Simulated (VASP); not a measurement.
A run of VASP 6.6.1 is set up as follows.

File POSCAR:

```
Ag
1.0
    0.0000000000      2.0427500000      2.0427500000
    2.0427500000      0.0000000000      2.0427500000
    2.0427500000      2.0427500000      0.0000000000
Ag
1
Direct
    0.0000000000      0.0000000000      0.0000000000
```

Contents of INCAR.step1:

```
ALGO = Normal
EDIFF = 1E-5
ENCUT = 520
GGA = PE
GGA_COMPAT = F
ISIF = 2
ISMEAR = -1
LASPH = T
LMAXMIX = 4
LORBIT = 11
LORBMOM = T
LREAL = F
LSORBIT = T
LWAVE = T
MAGMOM = 0 0 0
NBANDS = 22
NELM = 150
PREC = Accurate
SIGMA = 0.05
```

Contents of INCAR.step2:

```
AEXX = 0.25
ALGO = Normal
EDIFF = 1E-7
ENCUT = 520
GGA = PE
GGA_COMPAT = F
ISIF = 2
ISMEAR = -1
ISTART = 1
LASPH = T
LCHARG = T
LHFCALC = T
LMAXMIX = 4
LORBIT = 11
LORBMOM = T
LREAL = F
LSORBIT = T
LVHAR = T
LWAVE = F
MAGMOM = 0 0 0
NBANDS = 22
NELM = 150
PREC = Accurate
PRECFOCK = Normal
SIGMA = 0.05
```

KPOINTS

```
k-points
0
Gamma
  5 5 5
```

Potentials or basis: VASP PAW PBE potentials, release 64 (Ag).

The run is started by

```bash
$ cat potpaw_PBE.64/Ag/POTCAR > POTCAR
$ cp INCAR.step1 INCAR
$ mpirun -np 1 vasp_ncl > vasp.out
$ cp INCAR.step2 INCAR
$ mpirun -np 1 vasp_ncl > vasp.out
```

Problem. Estimate the net moment.

Solution. 0.04 μB per cell.

Problem. Estimate the pressure.

Solution. 2.4 GPa.

Moments on the atoms (μB; x, y, z):
```
Ag  0.00 0.00 0.00
```

Caveat: the k points lie up to 0.53 Å⁻¹ apart; the PAW data sets were made with another functional, which shifts forces and pressure a little.
